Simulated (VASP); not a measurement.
# Sr2AlBO6: single point with PBE

Crystal: Sr2AlBO6.

```
Sr Al B O
1.0
     0.00000    3.70548    3.70548
     3.70548    0.00000    3.70548
     3.70548    3.70548    0.00000
Sr Al B O
2 1 1 6
Direct
  0.25000 0.25000 0.25000
  0.75000 0.75000 0.75000
  0.00000 0.00000 0.00000
  0.50000 0.50000 0.50000
  0.73702 0.26298 0.26298
  0.26298 0.73702 0.26298
  0.26298 0.26298 0.73702
  0.26298 0.73702 0.73702
  0.73702 0.26298 0.73702
  0.73702 0.73702 0.26298
```

```json
{
 "Program": "VASP 6.6.1",
 "Task": "single point",
 "Functional": "PBE",
 "Potentials or basis": "VASP PAW PBE potentials, release 64 (Sr_sv, Al, B, O)",
 "Cutoff": "520 eV",
 "k mesh": "10 × 10 × 10",
 "Occupations": "gaussian, width 0.1 eV",
 "Spin": "collinear spin, ferromagnetic start",
 "Starting moments": "[0.0, 0.0, 0.0, 0.0, 0.24, 0.24, 0.24, 0.24, 0.24, 0.24] μB",
 "Dipole correction": "no",
 "Further INCAR settings": "ALGO = Normal; EDIFF = 1e-06; NBANDS = 46"
}
```

| Property | Result |
| --- | --- |
| Pressure | 0.5 GPa |
| Largest force | 0.005 eV/Å |
| Net moment | 1.53 μB per cell |
| Site moments | Sr -0.00; Al -0.01; B -0.02; O +0.22 μB |
| Valence electrons inside the program's atomic spheres | Sr 8.10; Al 0.65; B 1.37; O 5.01 |

Forces on the atoms (eV/Å):
```
Sr   0.000  0.000  0.000
Sr   0.000  0.000  0.000
Al   0.000  0.000  0.000
B    0.000  0.000  0.000
O    0.005  0.000  0.000
O    0.000  0.005  0.000
O    0.000  0.000  0.005
O   -0.005  0.000  0.000
O    0.000 -0.005  0.000
O    0.000  0.000 -0.005
```

Levels at points of the mesh, in eV from the Fermi level:
Spin up:
| k point | band 29 | band 30 | band 31 | band 32 | band 33 | band 34 | band 35 | band 36 |
| --- | --- | --- | --- | --- | --- | --- | --- | --- |
| (0.00, 0.00, 0.00) | -0.34 | 0.18 | 0.18 | 0.18 | 4.68 | 6.15 | 6.15 | 7.29 |
| (0.50, 0.00, 0.00) | -0.56 | -0.40 | -0.33 | -0.33 | 6.70 | 7.34 | 8.28 | 8.28 |
| (0.50, 0.50, 0.00) | -1.21 | -1.04 | -1.04 | 0.07 | 7.61 | 8.31 | 8.69 | 9.25 |
Spin down:
| k point | band 27 | band 28 | band 29 | band 30 | band 31 | band 32 | band 33 | band 34 |
| --- | --- | --- | --- | --- | --- | --- | --- | --- |
| (0.00, 0.00, 0.00) | 0.08 | 0.08 | 0.08 | 0.70 | 0.70 | 0.70 | 4.76 | 6.15 |
| (0.50, 0.00, 0.00) | -0.18 | -0.13 | -0.13 | 0.10 | 0.10 | 0.10 | 6.76 | 7.42 |
| (0.50, 0.50, 0.00) | -1.06 | -1.06 | -0.97 | -0.65 | -0.65 | 0.58 | 7.71 | 8.44 |

Wall time 13 min on 1 thread of Intel Xeon 8259CL, with other jobs on the host, peak memory 0.51 GiB.
